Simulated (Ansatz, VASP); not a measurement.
## Si: VASP beside Ansatz

```xyz
4
Lattice="3.8475 0.0000 0.0000 -1.9238 3.3321 0.0000 0.0000 0.0000 18.4416" Properties=species:S:1:pos:R:3 pbc="T T T"
Si    0.0000    2.2214    4.9708
Si    1.9238    1.1107    4.5000
Si    0.9619    2.7767    9.4416
Si   -0.9619    3.8874    8.9708
```

Alike in both runs: task single point; functional PBE; dispersion D3(BJ); k mesh 9 × 9 × 1; occupations gaussian, width 0.1 eV; no spin polarisation.

|  | VASP | Ansatz |
| --- | --- | --- |
| version | VASP 6.6.1 | Ansatz 0.2.0 |
| potentials or method | VASP PAW PBE potentials, release 64 (Si), cutoff 520 eV | scalar-relativistic, plane waves, PAW |
| valence electrons in the cell | 16 | 16 |

|  | VASP | Ansatz | Ansatz less VASP |
| --- | --- | --- | --- |
| gap on the k mesh at the Fermi level (eV) | 0.22 | 0.22 | 0.000 |
| least direct gap on the mesh (eV) | 0.22 | 0.22 | 0.000 |
| rms of the force components (eV/Å) | 0.064 | 0.065 | +0.0012 |

Atom by atom the forces differ by 0.003 eV/Å (rms over components).
